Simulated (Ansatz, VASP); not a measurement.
LiBr: VASP beside Ansatz

```xyz
2
Lattice="0.0000 2.6838 2.6838 2.6838 0.0000 2.6838 2.6838 2.6838 0.0000" Properties=species:S:1:pos:R:3 pbc="T T T"
Li    0.0000    0.0000    0.0000
Br    2.6838    2.6838    2.6838
```

Alike in both runs: task single point; functional r2SCAN; k mesh 8 × 8 × 8; occupations gaussian, width 0.02 eV; no spin polarisation.

|  | VASP | Ansatz |
| --- | --- | --- |
| version | VASP 6.6.1 | Ansatz 0.2.0 |
| potentials or method | VASP PAW PBE potentials, release 64 (Li_sv, Br), cutoff 830 eV | scalar-relativistic, plane waves, PAW |
| valence electrons in the cell | 10 | 10 |

```tsv
	VASP	Ansatz	Ansatz less VASP
gap on the k mesh at the Fermi level (eV)	6.26	6.20	-0.059
least direct gap on the mesh (eV)	6.26	6.20	-0.059
pressure (GPa)	1.7	2.0	+0.33
```

VASP's potentials were made for PBE, not for r2SCAN.
